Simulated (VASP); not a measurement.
# LiAlF4 (P4/mmm) in VASP: notebook

LiAlF4 is run at these levels: PBE; tasks: relaxation of cell and atoms, single point.

Everything below comes from runs of VASP 6.6.1. Logs are shortened: lines on timing, memory, paths and dates and some standing lists are left out, and cuts for length are marked.

### 1 The cell of the first run

The structure is tetragonal, space group P4/mmm (No. 123). The conventional cell has a = 3.600 Å, b = 3.600 Å, c = 6.137 Å, α = 90.00°, β = 90.00°, γ = 90.00°. Within 3.7 Å of Li (site symmetry 4/mmm) lie 16 F at 2.84 to 3.56 Å and 4 Li at 3.60 Å. Al (site symmetry 4/mmm) has 6 F at 1.80 Å within 2.4 Å. F (site symmetry mmm) has 2 Al at 1.80 Å within 2.4 Å. Within 2.4 Å of F (site symmetry 4mm) lie 1 Al at 1.80 Å.

### 2 Relaxation of cell and atoms, PBE

File INCAR:

```
PREC = Accurate
ENCUT = 600
EDIFF = 1E-6
ISMEAR = 0
SIGMA = 0.01
LREAL = False
LASPH = True
NELM = 60
ALGO = Normal
ISIF = 3
LWAVE = False
LCHARG = False
GGA = PE
IBRION = 2
NSW = 80
EDIFFG = -0.001
```

File KPOINTS:

```
Automatic mesh
0
Gamma
  6 6 4
```

File POSCAR:

```
LiAlF4
1.0
    3.6003799782      0.0000000000      0.0000000000
    0.0000000000      3.6003799782      0.0000000000
    0.0000000000      0.0000000000      6.1366408874
Li Al F
1 1 4
Direct
    0.5000000000      0.5000000000      0.5000000000
    0.0000000000      0.0000000000      0.0000000000
    0.5000000000      0.0000000000      0.0000000000
    0.0000000000      0.5000000000      0.0000000000
    0.0000000000      0.0000000000      0.2941183511
    0.0000000000      0.0000000000      0.7058816489
```

Potentials or basis: VASP PAW PBE potentials, release 64 (Li_sv, Al, F).

Started as:

```bash
$ cat potpaw_PBE.64/Li_sv/POTCAR potpaw_PBE.64/Al/POTCAR potpaw_PBE.64/F/POTCAR > POTCAR
$ mpirun -np 1 vasp_std > vasp.out
```

OUTCAR:

```text
PREC = Accurate
   ENCUT = 600
   EDIFF = 1E-6
   ISMEAR = 0
   LREAL = False
   LASPH = True
   NELM = 60
   ISIF = 3
   GGA = PE
   IBRION = 2
   NSW = 80
   EDIFFG = -0.001

 ion  position               nearest neighbor table
   1  0.500  0.500  0.500-
   2  0.000  0.000  0.000-   3 1.80   4 1.80   4 1.80   3 1.80   5 1.80   6 1.80
   3  0.500  0.000  0.000-   2 1.80   2 1.80
   4  0.000  0.500  0.000-   2 1.80   2 1.80
   5  0.000  0.000  0.294-   2 1.80
   6  0.000  0.000  0.706-   2 1.80

  LATTYP: Found a simple tetragonal cell.
 ALAT       =     3.6003799782
 C/A-ratio  =     1.7044425657

  Lattice vectors:

 A1 = (   3.6003799782,   0.0000000000,   0.0000000000)
 A2 = (   0.0000000000,   3.6003799782,   0.0000000000)
 A3 = (   0.0000000000,   0.0000000000,   6.1366408874)

Analysis of symmetry for initial positions (statically):
=====================================================================
 Subroutine PRICEL returns:
 Original cell was already a primitive cell.

 Routine SETGRP: Setting up the symmetry group for a
 simple tetragonal supercell.

 Subroutine GETGRP returns: Found 16 space group operations
 (whereof 16 operations were pure point group operations)
 out of a pool of 16 trial point group operations.

The static configuration has the point symmetry D_4h.

Analysis of symmetry for dynamics (positions and initial velocities):
=====================================================================
 Subroutine PRICEL returns:
 Original cell was already a primitive cell.

 Routine SETGRP: Setting up the symmetry group for a
 simple tetragonal supercell.

 Subroutine GETGRP returns: Found 16 space group operations
 (whereof 16 operations were pure point group operations)
 out of a pool of 16 trial point group operations.

The dynamic configuration has the point symmetry D_4h.

 Subroutine INISYM returns: Found 16 space group operations
 (whereof 16 operations are pure point group operations),
 and found     1 'primitive' translations

----------------------------------------------------------------------------------------

                                     Primitive cell

  volume of cell :      79.5477

[... 115 lines left out ...]
     AMIX     =   0.40;   BMIX     =  1.00
     AMIX_MAG =   1.60;   BMIX_MAG =  1.00
  volume/ion in A,a.u.               =      13.26        89.47
  Fermi-wavevector in a.u.,A,eV,Ry     =   1.233177  2.330366 20.690720  1.520725
  Thomas-Fermi vector in A             =   2.367917
   LORBIT       =      0    0 simple, 1 ext, 2 COOP (PROOUT), +10 PAW based schemes
   GGA     = PE    functional components
   LHFCALC =     F    Hartree Fock is set to
   AEXX    =    0.0000 exact exchange contribution
   IVDW    =     0    specifies the selected vdW correction
   LEPSILON=     F    determine dielectric tensor
   LRPA    =     F    only Hartree local field effects (RPA)
 conjugate gradient relaxation of ions
 non-spin polarized calculation
 Gauss-broadening in eV      SIGMA  =   0.01
  energy-cutoff  :      600.00
  volume of cell :       79.55
 maximum number of plane-waves:      2672
 NGX is ok and might be reduce to    30
   NGX = 15   NGY = 15   NGZ = 25

--------------------------------------- Ionic step        1  -------------------------------------------

 number of electron      33.9999972 magnetization

 Free energy of the ion-electron system (eV)
  ---------------------------------------------------
  ext. energy  EPLUGINS =         0.00000000
  ---------------------------------------------------
  free energy    TOTEN  =       -31.58307832 eV

  energy without entropy =      -31.58307832  energy(sigma->0) =      -31.58307832

------------------------ aborting loop because EDIFF is reached ----------------------------------------

  FORCE on cell =-STRESS in cart. coord.  units (eV):
  Direction    XX          YY          ZZ          XY          YZ          ZX
  --------------------------------------------------------------------------------------
  -------------------------------------------------------------------------------------
  Total       -0.1964477     -0.1964477     -0.0542686      0.0000000      0.0000000      0.0000000
  in kB       -3.9566729     -3.9566729     -1.0930290      0.0000000      0.0000000      0.0000000
  external PRESSURE =      -3.0021249 kB  Pullay stress =       0.0000000 kB
[... 101 lines left out ...]
  FREE ENERGIE OF THE ION-ELECTRON SYSTEM (eV)
  ---------------------------------------------------
  free  energy   TOTEN  =       -31.5836972173 eV

  energy  without entropy=      -31.5836972173  energy(sigma->0) =      -31.58369722

[... ionic steps 4 to 12 ...]

--------------------------------------- Ionic step       13  -------------------------------------------

 number of electron      33.9999980 magnetization

------------------------ aborting loop because EDIFF is reached ----------------------------------------
[... 75 lines left out ...]
--------------------------------------- Ionic step       15  -------------------------------------------

 number of electron      33.9999980 magnetization

 Free energy of the ion-electron system (eV)
  ---------------------------------------------------
  ext. energy  EPLUGINS =         0.00000000
  ---------------------------------------------------
  free energy    TOTEN  =       -31.58375610 eV

  energy without entropy =      -31.58375610  energy(sigma->0) =      -31.58375610

 E-fermi :  -1.5769     XC(G=0):  -8.2766

 val. band max:       -1.6456521030   @ k =   0.5000   0.5000   0.0000
 cond. band min:       4.0896135878   @ k =   0.0000   0.0000   0.0000
 fundamental gap:      5.7352656908
 Fermi energy:        -1.5768591920

 k-point     1 :       0.0000    0.0000    0.0000
  band No.  band energies     occupation
      1     -46.0585      2.00000
      2     -23.6151      2.00000
      3     -22.4026      2.00000
      4     -21.2247      2.00000
      5     -21.1431      2.00000
      6      -6.5436      2.00000
[... 565 lines left out ...]
     20       8.3341      0.00000
     21      10.2046      0.00000

 [... further k-points ...]

------------------------ aborting loop because EDIFF is reached ----------------------------------------

  FORCE on cell =-STRESS in cart. coord.  units (eV):
  Direction    XX          YY          ZZ          XY          YZ          ZX
  --------------------------------------------------------------------------------------
  -------------------------------------------------------------------------------------
  Total        0.0008519      0.0008519     -0.0044353      0.0000000      0.0000000      0.0000000
  in kB        0.0172619      0.0172619     -0.0898739      0.0000000      0.0000000      0.0000000
  external PRESSURE =      -0.0184500 kB  Pullay stress =       0.0000000 kB
[... 21 lines left out ...]
  FREE ENERGIE OF THE ION-ELECTRON SYSTEM (eV)
  ---------------------------------------------------
  free  energy   TOTEN  =       -31.5837561010 eV

  energy  without entropy=      -31.5837561010  energy(sigma->0) =      -31.58375610

 reached required accuracy - stopping structural energy minimisation
```

CONTCAR:

```text
LiAlF4
   1.00000000000000
     3.5923404284046891    0.0000000000000000    0.0000000000000000
     0.0000000000000000    3.5923404284046891    0.0000000000000000
     0.0000000000000000    0.0000000000000000    6.1269474825382844
  Li              Al              F
     1     1     4
Direct
     0.5000000000000000    0.5000000000000000    0.5000000000000000
     0.0000000000000000    0.0000000000000000    0.0000000000000000
     0.5000000000000000    0.0000000000000000    0.0000000000000000
     0.0000000000000000    0.5000000000000000    0.0000000000000000
     0.0000000000000000    0.0000000000000000    0.2949011697018076
     0.0000000000000000    0.0000000000000000    0.7050988302981922

  0.00000000E+00  0.00000000E+00  0.00000000E+00
  0.00000000E+00  0.00000000E+00  0.00000000E+00
  0.00000000E+00  0.00000000E+00  0.00000000E+00
  0.00000000E+00  0.00000000E+00  0.00000000E+00
  0.00000000E+00  0.00000000E+00  0.00000000E+00
  0.00000000E+00  0.00000000E+00  0.00000000E+00
```

It took 3.4 min on 1 thread of Intel Xeon Platinum 8488C (Sapphire Rapids), shared host; peak memory 0.23 GiB.

Results:

| Quantity | Value |
| --- | --- |
| Free energy | -31.5838 eV |
| Relaxed volume | 13.18 Å³/atom |
| Relaxed cell | a = 3.592 Å, b = 3.592 Å, c = 6.127 Å, α = 90.00°, β = 90.00°, γ = 90.00° |
| Space group after relaxing (to 0.1 Å) | P4/mmm (No. 123) |
| Energy gained by relaxing | 0.1 meV/atom |
| Ionic steps | 15 |
| Pressure after relaxing | 0.0 GPa |
| Band gap on the k mesh | 5.74 eV (least direct gap 6.12 eV) |

The path:
```csv
step,energy change (eV),largest force (eV/Å),pressure (GPa),volume (Å³)
1,0.0000,0.0385,-0.30,79.55
2,-0.0005,0.0280,-0.09,79.26
3,-0.0006,0.0218,0.03,79.10
4,-0.0006,0.0219,0.02,79.11
5,-0.0007,0.0001,-0.03,79.11
6,-0.0007,0.0040,-0.04,79.11
7,-0.0007,0.0018,-0.01,79.07
8,-0.0007,0.0014,0.00,79.06
9,-0.0007,0.0008,0.00,79.05
10,-0.0007,0.0016,0.00,79.05
11,-0.0007,0.0016,0.01,79.06
12,-0.0007,0.0024,-0.01,79.07
13,-0.0007,0.0022,-0.01,79.07
14,-0.0007,0.0010,-0.01,79.07
15,-0.0007,0.0006,0.00,79.07
```

Final structure:
```xyz
6
Lattice="3.5923 0.0000 0.0000 0.0000 3.5923 0.0000 0.0000 0.0000 6.1269" Properties=species:S:1:pos:R:3 pbc="T T T"
Li    1.7962    1.7962    3.0635
Al    0.0000    0.0000    0.0000
F     1.7962    0.0000    0.0000
F     0.0000    1.7962    0.0000
F     0.0000    0.0000    1.8068
F     0.0000    0.0000    4.3201
```

Caveat: the cutoff is under 1.25 times the usual one of these potentials, so pressure, stress and relaxed cells hold a basis-set (Pulay) error. A k mesh can miss the band edges.

### 3 Single point, PBE

This run uses another cell than the first one, of 9.28 Å³/atom.

File INCAR:

```
SYSTEM = LiAlF4
PREC = Accurate
ENCUT = 750
EDIFF = 1E-6
ISMEAR = 0
SIGMA = 0.1
LREAL = .FALSE.
LASPH = .TRUE.
NELM = 120
ALGO = Normal
ISIF = 2
LWAVE = .FALSE.
LCHARG = .FALSE.
GGA = PE
NBANDS = 26
GGA_COMPAT = .FALSE.
```

File KPOINTS:

```
Automatic mesh
0
G
  6 6 4
  0 0 0
```

File POSCAR:

```
LiAlF4
1.0
    3.1853610545      0.0000000000      0.0000000000
    0.0000000000      3.1853610545      0.0000000000
    0.0000000000      0.0000000000      5.4904076274
Li Al F
1 1 4
Direct
    0.5000000000      0.5000000000      0.5000000000
    0.0000000000      0.0000000000      0.0000000000
    0.5000000000      0.0000000000      0.0000000000
    0.0000000000      0.5000000000      0.0000000000
    0.0000000000      0.0000000000      0.2770000000
    0.0000000000      0.0000000000      0.7230000000
```

Potentials or basis: VASP PAW PBE potentials, release 64 (Li_sv, Al, F).

Started as:

```bash
$ cat potpaw_PBE.64/Li_sv/POTCAR potpaw_PBE.64/Al/POTCAR potpaw_PBE.64/F/POTCAR > POTCAR
$ mpirun -np 1 vasp_std > vasp.out
```

It took 26 s on 1 thread of Intel Xeon 6975P-C (Granite Rapids), shared host; peak memory 0.22 GiB.

The run converged. Its results:

| Quantity | Value |
| --- | --- |
| Free energy | -26.6152 eV |
| Pressure | 76.9 GPa |
| Largest force | 11.101 eV/Å |
| Band gap on the k mesh | 6.63 eV (least direct gap 7.57 eV) |

Forces in eV/Å, atoms in the order of the input:
```
Li    0.000   0.000   0.000
Al    0.000   0.000   0.000
F     0.000   0.000   0.000
F     0.000   0.000   0.000
F     0.000   0.000  11.101
F     0.000   0.000 -11.101
```

Stress tensor (GPa, compression positive):
```
65.68  0.00  0.00
 0.00 65.68  0.00
 0.00  0.00 99.42
```

Levels at points of the mesh, in eV from the valence-band top:
| k point | band 14 | band 15 | band 16 | band 17 | band 18 | band 19 | band 20 | band 21 |
| --- | --- | --- | --- | --- | --- | --- | --- | --- |
| (0.00, 0.00, 0.00) | -1.45 | -1.05 | -1.05 | -0.93 | 6.63 | 9.86 | 13.73 | 15.13 |
| (0.50, 0.00, 0.00) | -1.62 | -1.03 | -0.99 | -0.06 | 8.94 | 9.82 | 11.47 | 15.18 |
| (0.50, 0.50, 0.00) | -2.00 | -0.05 | 0.00 | 0.00 | 10.22 | 10.22 | 10.34 | 11.34 |
| (0.00, 0.00, 0.50) | -1.42 | -1.42 | -0.81 | -0.81 | 7.58 | 8.31 | 15.07 | 15.07 |
| (0.50, 0.00, 0.50) | -1.72 | -1.71 | -0.76 | -0.36 | 9.27 | 9.89 | 11.18 | 15.06 |
| (0.50, 0.50, 0.50) | -1.51 | -0.33 | -0.33 | -0.05 | 10.23 | 10.23 | 10.42 | 11.34 |

Caveat: the cell stands under pressure; forces of over 1 eV/Å act on the atoms, so gaps and moduli don't describe the material at rest. A k mesh can miss the band edges.
